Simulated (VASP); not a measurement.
# Zr3O (P6_322) in VASP: further runs

Runs on Zr3O. Level: PBEsol. Tasks: single point.

Everything below comes from runs of VASP 6.6.1. Logs are shortened: lines on timing, memory, paths and dates and some standing lists are left out, and cuts for length are marked.

### 1 The cell of the first run

The structure is hexagonal, space group P6_322 (No. 182). The conventional cell has a = 5.414 Å, b = 5.414 Å, c = 5.486 Å, α = 90.00°, β = 90.00°, γ = 120.00°. Zr (site symmetry 2) has 2 O at 2.31 Å and 12 Zr at 2.93 to 3.41 Å within 3.5 Å. O (site symmetry 32) has 6 Zr at 2.31 Å within 3.1 Å.

### 2 Single point, PBEsol

INCAR reads:

```
SYSTEM = Zr3O
PREC = Accurate
ENCUT = 520
EDIFF = 1E-6
ISMEAR = 0
SIGMA = 0.15
LREAL = .FALSE.
LASPH = .TRUE.
NELM = 100
ALGO = Normal
ISIF = 2
LWAVE = .FALSE.
LCHARG = .TRUE.
GGA = PS
LELF = .TRUE.
LVHAR = .TRUE.
NBANDS = 52
```

KPOINTS reads:

```
regular mesh
0
G
  9 9 8
  0 0 0
```

POSCAR reads:

```
Zr3O
1.0
    5.4137257825      0.0000000000      0.0000000000
   -2.7068628913      4.6884240568      0.0000000000
    0.0000000000      0.0000000000      5.4857283354
Zr O
6 2
Direct
    0.3126109405      0.0000000000      0.0000000000
    0.3126109405      0.3126109405      0.5000000000
    0.0000000000      0.3126109405      0.0000000000
    0.6873890595      0.0000000000      0.5000000000
    0.6873890595      0.6873890595      0.0000000000
    0.0000000000      0.6873890595      0.5000000000
    0.3333333333      0.6666666667      0.2500000000
    0.6666666667      0.3333333333      0.7500000000
```

Potentials or basis: VASP PAW PBE potentials, release 64 (Zr_sv, O).

Launch:

```sh
cat potpaw_PBE.64/Zr_sv/POTCAR potpaw_PBE.64/O/POTCAR > POTCAR
mpirun -np 1 vasp_std > vasp.out
```

OUTCAR:

```text
SYSTEM = Zr3O
   PREC = Accurate
   ENCUT = 520
   EDIFF = 1E-6
   ISMEAR = 0
   LREAL = .FALSE.
   LASPH = .TRUE.
   NELM = 100
   ISIF = 2
   GGA = PS

 ion  position               nearest neighbor table
   1  0.313  0.000  0.000-   7 2.31   8 2.31   5 2.93   3 2.93   6 3.22   6 3.22   2 3.22   2 3.22
                             3 3.23   5 3.23   5 3.23   3 3.23   4 3.41   4 3.41
   2  0.313  0.313  0.500-   8 2.31   7 2.31   4 2.93   6 2.93   3 3.22   3 3.22   1 3.22   1 3.22
                             6 3.23   4 3.23   4 3.23   6 3.23   5 3.41   5 3.41
   3  0.000  0.313  0.000-   8 2.31   7 2.31   1 2.93   5 2.93   2 3.22   2 3.22   4 3.22   4 3.22
                             1 3.23   5 3.23   5 3.23   1 3.23   6 3.41   6 3.41
   4  0.687  0.000  0.500-   8 2.31   7 2.31   2 2.93   6 2.93   3 3.22   3 3.22   5 3.22   5 3.22
                             6 3.23   2 3.23   2 3.23   6 3.23   1 3.41   1 3.41
   5  0.687  0.687  0.000-   7 2.31   8 2.31   1 2.93   3 2.93   6 3.22   6 3.22   4 3.22   4 3.22
                             3 3.23   1 3.23   1 3.23   3 3.23   2 3.41   2 3.41
   6  0.000  0.687  0.500-   7 2.31   8 2.31   4 2.93   2 2.93   5 3.22   5 3.22   1 3.22   1 3.22
                             4 3.23   2 3.23   2 3.23   4 3.23   3 3.41   3 3.41
   7  0.333  0.667  0.250-   6 2.31   1 2.31   4 2.31   3 2.31   5 2.31   2 2.31
   8  0.667  0.333  0.750-   3 2.31   4 2.31   1 2.31   6 2.31   2 2.31   5 2.31

  LATTYP: Found a hexagonal cell.
 ALAT       =     5.4137257825
 C/A-ratio  =     1.0133000000

  Lattice vectors:

 A1 = (   5.4137257825,   0.0000000000,   0.0000000000)
 A2 = (  -2.7068628913,   4.6884240568,   0.0000000000)
 A3 = (   0.0000000000,   0.0000000000,   5.4857283354)

Analysis of symmetry for initial positions (statically):
=====================================================================
 Subroutine PRICEL returns:
 Original cell was already a primitive cell.

 Routine SETGRP: Setting up the symmetry group for a
 hexagonal supercell.

 Subroutine GETGRP returns: Found 12 space group operations
 (whereof  6 operations were pure point group operations)
 out of a pool of 24 trial point group operations.

The static configuration has the point symmetry D_3 .
 The point group associated with its full space group is D_6 .

Analysis of symmetry for dynamics (positions and initial velocities):
=====================================================================
 Subroutine PRICEL returns:
 Original cell was already a primitive cell.

 Routine SETGRP: Setting up the symmetry group for a
 hexagonal supercell.

 Subroutine GETGRP returns: Found 12 space group operations
 (whereof  6 operations were pure point group operations)
 out of a pool of 24 trial point group operations.

The dynamic configuration has the point symmetry D_3 .
 The point group associated with its full space group is D_6 .

 Subroutine INISYM returns: Found 12 space group operations
 (whereof  6 operations are pure point group operations),
 and found     1 'primitive' translations

----------------------------------------------------------------------------------------

                                     Primitive cell

  volume of cell :     139.2379

  direct lattice vectors                    reciprocal lattice vectors
     5.413725783  0.000000000  0.000000000     0.184715673  0.106645643  0.000000000
    -2.706862891  4.688424057  0.000000000     0.000000000  0.213291287  0.000000000
     0.000000000  0.000000000  5.485728335     0.000000000  0.000000000  0.182291200

  length of vectors
     5.413725783  5.413725783  5.485728335     0.213291287  0.213291287  0.182291200

  position of ions in fractional coordinates (direct lattice)
     0.312610941  0.000000000  0.000000000
     0.312610941  0.312610941  0.500000000
     0.000000000  0.312610941  0.000000000
     0.687389059  0.000000000  0.500000000
     0.687389059  0.687389059  0.000000000
     0.000000000  0.687389059  0.500000000
     0.333333333  0.666666667  0.250000000
     0.666666667  0.333333333  0.750000000

  ion indices of the primitive-cell ions
   primitive index   ion index
                 1           1
                 2           2
                 3           3
                 4           4
                 5           5
                 6           6
                 7           7
                 8           8

----------------------------------------------------------------------------------------

 KPOINTS: regular mesh

Automatic generation of k-mesh.
 Grid dimensions read from file:
 generate k-points for:    9    9    8

 Generating k-lattice:

  Cartesian coordinates                     Fractional coordinates (reciprocal lattice)
     0.020523964  0.011849516  0.000000000     0.111111111  0.000000000  0.000000000
     0.000000000  0.023699032  0.000000000     0.000000000  0.111111111  0.000000000
     0.000000000  0.000000000  0.022786400     0.000000000  0.000000000  0.125000000

  Length of vectors
     0.023699032  0.023699032  0.022786400

  Shift w.r.t. Gamma in fractional coordinates (k-lattice)
     0.000000000  0.000000000  0.000000000

 Subroutine IBZKPT returns following result:
 ===========================================

 Found     60 irreducible k-points:

 Following reciprocal coordinates:
            Coordinates               Weight
  0.000000  0.000000  0.000000      1.000000
  0.111111 -0.000000  0.000000      6.000000
  0.222222 -0.000000  0.000000      6.000000
  0.333333 -0.000000  0.000000      6.000000
  0.444444 -0.000000  0.000000      6.000000
  0.111111  0.111111  0.000000      6.000000
[... 16 lines left out ...]
  0.333333  0.222222  0.125000     24.000000
  0.333333  0.333333  0.125000      4.000000
 [... further k-points ...]
   k-points           NKPTS =     60   k-points in BZ     NKDIM =     60   number of bands    NBANDS=     52
   number of dos      NEDOS =    301   number of ions     NIONS =      8
   total plane-waves  NPLWV =  67200
   dimension x,y,z NGX =    40 NGY =   40 NGZ =   42
   dimension x,y,z NGXF=    80 NGYF=   80 NGZF=   84
   ions per type =               6   2
   NGX,Y,Z   is equivalent  to a cutoff of  12.28, 12.28, 12.73 a.u.
   NGXF,Y,Z  is equivalent  to a cutoff of  24.57, 24.57, 25.46 a.u.
 SYSTEM =  Zr3O
   PREC   = accura    normal or accurate (medium, high low for compatibility)
   ISTART =      0    job   : 0-new  1-cont  2-samecut
   ICHARG =      2    charge: 1-file 2-atom 10-const
   ISPIN  =      1    spin polarized calculation?
   LNONCOLLINEAR =      F non collinear calculations
   LSORBIT =      F    spin-orbit coupling
   LASPH  =      T    aspherical Exc in radial PAW
   ENCUT  =  520.0 eV  38.22 Ry    6.18 a.u.  10.07 10.07 10.20*2*pi/ulx,y,z
   NELM   =    100;   NELMIN=  2; NELMDL= -5     # of ELM steps
   EDIFF  = 0.1E-05   stopping-criterion for ELM
   LREAL  =      F    real-space projection
   EDIFFG = 0.1E-04   stopping-criterion for IOM
   NSW    =      0    number of steps for IOM
   IBRION =     -1    ionic relax: 0-MD 1-quasi-New 2-CG
   NFREE  =      0    steps in history (QN), initial steepest desc. (CG)
   ISIF   =      2    stress and relaxation
   ISYM   =      2    0-nonsym 1-usesym 2-fastsym
   POTIM  = 0.5000    time-step for ionic-motion
   TEBEG  =    0.0;   TEEND  =   0.0 temperature during run
   PSTRESS=    0.0 pullay stress
   NELECT =      84.0000    total number of electrons
   NUPDOWN=      -1.0000    fix difference up-down
   EMIN   =  10.00;   EMAX   =-10.00  energy-range for DOS
   EFERMI =   0.00;   METHOD = LEGACY
   ISMEAR =     0;   SIGMA  =   0.15  broadening in eV -4-tet -1-fermi 0-gaus
   EFERMI_NEDOS =   21; number of points for ismear=-14 and -15
   IALGO  =     38    algorithm
   IMIX   =      4    mixing-type and parameters
     AMIX     =   0.40;   BMIX     =  1.00
     AMIX_MAG =   1.60;   BMIX_MAG =  1.00
  volume/ion in A,a.u.               =      17.40       117.45
  Fermi-wavevector in a.u.,A,eV,Ry     =   1.383297  2.614052 26.034894  1.913511
  Thomas-Fermi vector in A             =   2.507908
   LORBIT       =      0    0 simple, 1 ext, 2 COOP (PROOUT), +10 PAW based schemes
   GGA     = PS    functional components
   LHFCALC =     F    Hartree Fock is set to
   AEXX    =    0.0000 exact exchange contribution
   IVDW    =     0    specifies the selected vdW correction
   LEPSILON=     F    determine dielectric tensor
   LRPA    =     F    only Hartree local field effects (RPA)
 non-spin polarized calculation
 Gauss-broadening in eV      SIGMA  =   0.15
  energy-cutoff  :      520.00
  volume of cell :      139.24
 maximum number of plane-waves:      3783
   NGX = 21   NGY = 21   NGZ = 21

 number of electron      84.0000002 magnetization

 Free energy of the ion-electron system (eV)
  ---------------------------------------------------
  ext. energy  EPLUGINS =         0.00000000
  ---------------------------------------------------
  free energy    TOTEN  =       -75.40146496 eV

  energy without entropy =      -75.35043102  energy(sigma->0) =      -75.37594799

 E-fermi :   9.6409     XC(G=0): -11.7791

 val. band max:        9.6311012041   @ k =   0.1111  -0.0000   0.1250
 cond. band min:       9.6529211127   @ k =   0.0000   0.0000   0.0000
 fundamental gap:      0.0218199086
 Fermi energy:         9.6409441807

 k-point     1 :       0.0000    0.0000    0.0000
  band No.  band energies     occupation
      1     -38.9513      2.00000
      2     -38.8332      2.00000
      3     -38.7348      2.00000
      4     -38.7348      2.00000
      5     -38.7131      2.00000
      6     -38.7131      2.00000
[... 44 lines left out ...]
     51      12.3407      0.00000
     52      12.3410      0.00000

 k-point     2 :       0.1111   -0.0000    0.0000
  band No.  band energies     occupation
      1     -38.9452      2.00000
      2     -38.8292      2.00000
      3     -38.7410      2.00000
      4     -38.7383      2.00000
      5     -38.7137      2.00000
      6     -38.7132      2.00000
[... 1202 lines left out ...]
 k-point    24 :       0.3333    0.3333    0.1250
  band No.  band energies     occupation
      1     -38.8616      2.00000
      2     -38.7887      2.00000
      3     -38.7875      2.00000
      4     -38.7848      2.00000
      5     -38.7312      2.00000
      6     -38.7300      2.00000
[... 44 lines left out ...]
     51      12.6145      0.00000
     52      13.1740      0.00000

 [... further k-points ...]

------------------------ aborting loop because EDIFF is reached ----------------------------------------

  FORCE on cell =-STRESS in cart. coord.  units (eV):
  Direction    XX          YY          ZZ          XY          YZ          ZX
  --------------------------------------------------------------------------------------
  -------------------------------------------------------------------------------------
  Total        1.8930910      1.8930910     -6.5646029     -0.0000000      0.0000000     -0.0000000
  in kB       21.7833480     21.7833480    -75.5373258     -0.0000000      0.0000000     -0.0000000
  external PRESSURE =     -10.6568766 kB  Pullay stress =       0.0000000 kB

 VOLUME and BASIS-vectors are now :
 -----------------------------------------------------------------------------
  energy-cutoff  :      520.00
  volume of cell :      139.24
      direct lattice vectors                 reciprocal lattice vectors
     5.413725783  0.000000000  0.000000000     0.184715673  0.106645643  0.000000000
    -2.706862891  4.688424057  0.000000000     0.000000000  0.213291287  0.000000000
     0.000000000  0.000000000  5.485728335     0.000000000  0.000000000  0.182291200

 POSITION                                       TOTAL-FORCE (eV/Angst)
 -----------------------------------------------------------------------------------
      1.69239      0.00000      0.00000         2.430963      0.000000      0.000000
      0.84619      1.46565      2.74286         1.215481      2.105275     -0.000000
     -0.84619      1.46565      0.00000        -1.215481      2.105275      0.000000
      3.72134      0.00000      2.74286        -2.430963      0.000000      0.000000
      1.86067      3.22277      0.00000        -1.215481     -2.105275     -0.000000
     -1.86067      3.22277      2.74286         1.215481     -2.105275      0.000000
     -0.00000      3.12562      1.37143        -0.000000      0.000000     -0.000000
      2.70686      1.56281      4.11430         0.000000      0.000000      0.000000
 -----------------------------------------------------------------------------------
    total drift:                                0.000001     -0.000001      0.000000

  FREE ENERGIE OF THE ION-ELECTRON SYSTEM (eV)
  ---------------------------------------------------
  free  energy   TOTEN  =       -75.4014649563 eV

  energy  without entropy=      -75.3504310215  energy(sigma->0) =      -75.37594799
```

Wall time 3.5 min (1 thread of AMD EPYC 9R45 (Zen 5), shared host); peak memory 0.41 GiB.

What came out:

* Free energy: -75.4015 eV
* Pressure: -1.1 GPa
* Largest force: 2.431 eV/Å
* Band gap on the k mesh: zero (bands 42 and 43 overlap by 0.12 eV)

Forces in eV/Å, atoms in the order of the input:
```
Zr   2.431  0.000  0.000
Zr   1.215  2.105  0.000
Zr  -1.215  2.105  0.000
Zr  -2.431  0.000  0.000
Zr  -1.215 -2.105  0.000
Zr   1.215 -2.105  0.000
O    0.000  0.000  0.000
O    0.000  0.000  0.000
```

Caveat: the PAW data sets were made with another functional, which shifts forces and pressure a little.

### 3 Single point, PBEsol

This run uses another cell than the first one, of the same volume but with other edges.

INCAR reads:

```
PREC = Accurate
ENCUT = 520
EDIFF = 1E-7
ISMEAR = 0
SIGMA = 0.15
LREAL = False
LASPH = True
NELM = 100
ALGO = Normal
ISIF = 2
LWAVE = False
LCHARG = False
GGA = PS
NBANDS = 52
```

KPOINTS reads:

```
regular mesh
0
Gamma
  9 9 8
```

POSCAR reads:

```
Zr3O
1.0
    5.7786427719      0.0000000000      0.0000000000
   -2.8893213860      5.0044514399      0.0000000000
    0.0000000000      0.0000000000      4.8147651576
Zr O
6 2
Direct
    0.3529025719      0.0000000000      0.0000000000
    0.3529025719      0.3529025719      0.5000000000
    0.0000000000      0.3529025719      0.0000000000
    0.6470974281      0.0000000000      0.5000000000
    0.6470974281      0.6470974281      0.0000000000
    0.0000000000      0.6470974281      0.5000000000
    0.3333333333      0.6666666667      0.2500000000
    0.6666666667      0.3333333333      0.7500000000
```

Potentials or basis: VASP PAW PBE potentials, release 64 (Zr_sv, O).

Launch:

```sh
cat potpaw_PBE.64/Zr_sv/POTCAR potpaw_PBE.64/O/POTCAR > POTCAR
mpirun -np 1 vasp_std > vasp.out
```

Wall time 5.2 min (1 thread of AMD EPYC 9R45 (Zen 5), shared host); peak memory 0.44 GiB.

It converged, with:

```
Free energy            : -76.0434 eV
Pressure               : 3.2 GPa
Largest force          : 0.876 eV/Å
Band gap on the k mesh : zero (bands 42 and 43 overlap by 0.94 eV)
```

Forces on the atoms (eV/Å):
```
Zr  -0.876  0.000  0.000
Zr  -0.438 -0.759  0.000
Zr   0.438 -0.759  0.000
Zr   0.876  0.000  0.000
Zr   0.438  0.759  0.000
Zr  -0.438  0.759  0.000
O    0.000  0.000  0.000
O    0.000  0.000  0.000
```

Stress tensor (GPa, compression positive):
```
-2.07  0.00  0.00
 0.00 -2.07  0.00
 0.00  0.00 13.79
```

Levels at points of the mesh, in eV from the Fermi level:
```csv
k point,band 38,band 39,band 40,band 41,band 42,band 43,band 44,band 45,band 46,band 47
"(0.00, 0.00, 0.00)",-1.50,-1.33,-1.33,0.54,0.67,0.67,0.98,0.98,1.21,1.21
"(0.00, 0.00, 0.50)",-1.09,-0.53,-0.53,-0.28,-0.28,-0.08,-0.08,0.48,0.48,1.32
```

Caveat: the cell stands under pressure; the PAW data sets were made with another functional, which shifts forces and pressure a little.

### 4 Single point, PBEsol

This run uses another cell than the first one, of the same volume but with other edges.

INCAR reads:

```
SYSTEM = Zr3O
PREC = Accurate
ENCUT = 520
EDIFF = 1E-6
ISMEAR = 0
SIGMA = 0.15
LREAL = .False.
LASPH = .True.
NELM = 60
ALGO = Normal
ISIF = 2
LWAVE = .False.
LCHARG = .False.
GGA = PS
NBANDS = 52
```

KPOINTS reads:

```
Automatic mesh
0
Gamma
  9 9 8
  0 0 0
```

POSCAR: that of step 3 with these lines changed.

```diff
@@ -2,5 +2,5 @@
 1.0
-    5.7786427719      0.0000000000      0.0000000000
-   -2.8893213860      5.0044514399      0.0000000000
-    0.0000000000      0.0000000000      4.8147651576
+    5.5250015459      0.0000000000      0.0000000000
+   -2.7625007729      4.7847916947      0.0000000000
+    0.0000000000      0.0000000000      5.2669839737
 Zr O
```

Launch:

```sh
cat potpaw_PBE.64/Zr_sv/POTCAR potpaw_PBE.64/O/POTCAR > POTCAR
mpirun -np 1 vasp_std > vasp.out
```

Run time: 4.1 min. Hardware: 1 thread of AMD EPYC 9R45 (Zen 5), shared host; peak memory 0.43 GiB.

Results (log left out):

- Free energy: -76.4383 eV
- Pressure: 2.8 GPa
- Largest force: 0.961 eV/Å
- Band gap on the k mesh: zero (bands 42 and 43 overlap by 0.46 eV)

Forces in eV/Å, atoms in the order of the input:
```
Zr  -0.961  0.000  0.000
Zr  -0.481 -0.832  0.000
Zr   0.481 -0.832  0.000
Zr   0.961  0.000  0.000
Zr   0.481  0.832  0.000
Zr  -0.481  0.832  0.000
O    0.000  0.000  0.000
O    0.000  0.000  0.000
```

Stress tensor (GPa, compression positive):
```
 4.25  0.00  0.00
 0.00  4.25  0.00
 0.00  0.00 -0.24
```

Levels at points of the mesh, in eV from the Fermi level:
```
           k point  band 40  band 41  band 42  band 43  band 44  band 45
(0.00, 0.00, 0.00)    -0.95     0.14     0.30     0.72     0.72     0.82
(0.00, 0.00, 0.50)    -0.30    -0.12    -0.12    -0.03    -0.03     0.13
```

Caveat: the PAW data sets were made with another functional, which shifts forces and pressure a little.

[end of part 1 of 2]
